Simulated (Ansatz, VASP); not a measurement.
## One calculation of BP, two programs

INCAR

```
SYSTEM = BP
ALGO = Normal
EDIFF = 1E-6
EDIFFG = -0.01
ENCUT = 600
GGA = PE
IBRION = 2
ISIF = 3
ISMEAR = 0
LASPH = .TRUE.
LCHARG = .FALSE.
LREAL = .FALSE.
LWAVE = .FALSE.
NELM = 80
NSW = 100
PREC = Accurate
SIGMA = 0.1
```

The input KPOINTS:

```
k-points
0
G
  20 20 20
  0 0 0
```

Contents of POSCAR:

```
BP
1.0
    2.6319475368      0.0000000000      0.0000000000
    0.0000000000      2.6319475368      0.0000000000
    0.0000000000      0.0000000000      2.8943167240
B P
1 1
Direct
    0.0000000000      0.0000000000      0.0000000000
    0.5000000000      0.5000000000      0.5000000000
```

Input for Ansatz:

```yaml
crystal:
  lattice:
    - [2.6319475368, 0.0, 0.0]
    - [0.0, 2.6319475368, 0.0]
    - [0.0, 0.0, 2.894316724]
  atoms:
    - { symbol: B, position: [0.0, 0.0, 0.0] }
    - { symbol: P, position: [0.5, 0.5, 0.5] }
basis:
  ecutwfc: 420
kpoints:
  mp_grid: { grid: [20, 20, 20] }
hamiltonian:
  xc: pbe
scf:
  occupations: { method: gaussian, width: 0.1 }
output:
  forces: true
  stress: true
  eigenvalues: true
  write_density: true
  write_potential: true
  elf: true
  volumetric_format: npy
relax:
  adjacent_minimum: "off"
  f_tol: 0.01
  max_steps: 80
  cell: { stress_tol: 0.05 }
```

Change from the starting cell: species swapped into the TaRu type (P4/mmm, No. 123).

Alike in both runs: task relaxation of cell and atoms; functional PBE; k mesh 20 × 20 × 20; occupations gaussian, width 0.1 eV; no spin polarisation.

|  | VASP | Ansatz |
| --- | --- | --- |
| version | VASP 6.6.1 | Ansatz 0.2.0 |
| potentials or method | VASP PAW PBE potentials, release 64 (B, P), cutoff 600 eV | scalar-relativistic, plane waves, PAW |
| valence electrons in the cell | 8 | 8 |

```tsv
	VASP	Ansatz	Ansatz less VASP
gap on the k mesh at the Fermi level, each at its own relaxed structure (eV)	none	none	-
relaxed volume (Å³/atom)	9.99	10.01	+0.016
relaxed cell length with the largest relative difference (Å)	2.763	2.764	+0.0015
```

A gap of «none» marks a metal or a gap that the smearing closes.

Noted on VASP's run: too few bands were computed for a metal, which touches its energy and stress.
